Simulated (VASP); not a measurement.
Rh, 1 atom in the cell. It takes space group Immm (No. 71, orthorhombic). The conventional cell has a = 2.266 Å, b = 3.079 Å, c = 3.830 Å, α = 90.00°, β = 90.00°, γ = 90.00°. Within 3.0 Å of Rh (site symmetry mmm) lie 10 Rh at 2.27 to 2.71 Å. 

```yaml
Program: VASP 6.6.1
Task: single point
Functional: PBE
Potentials_or_basis: VASP PAW PBE potentials, release 64 (Rh_pv)
Cutoff: 520 eV
k_mesh: 20 × 20 × 20
Occupations: gaussian, width 0.15 eV
Spin: no spin polarisation
Dipole_correction: no
Further_INCAR_settings: ALGO = Fast; EDIFF = 1e-07; NBANDS = 14
```

Potentials or basis: VASP PAW PBE potentials, release 64 (Rh_pv).

Run with:

```sh
$ cat potpaw_PBE.64/Rh_pv/POTCAR > POTCAR
$ mpirun -np 1 vasp_std > vasp.out
```

Hardware: 1 thread of Intel(R) Xeon(R) Platinum 8488C (Sapphire Rapids) (shared host).

Problem. Estimate the wall time of this run.

Solution. It took 3.5 min on 1 thread of Intel(R) Xeon(R) Platinum 8488C (Sapphire Rapids) (shared host), peak memory 0.3 GiB. Counts: scf iterations 15, k points 1166.
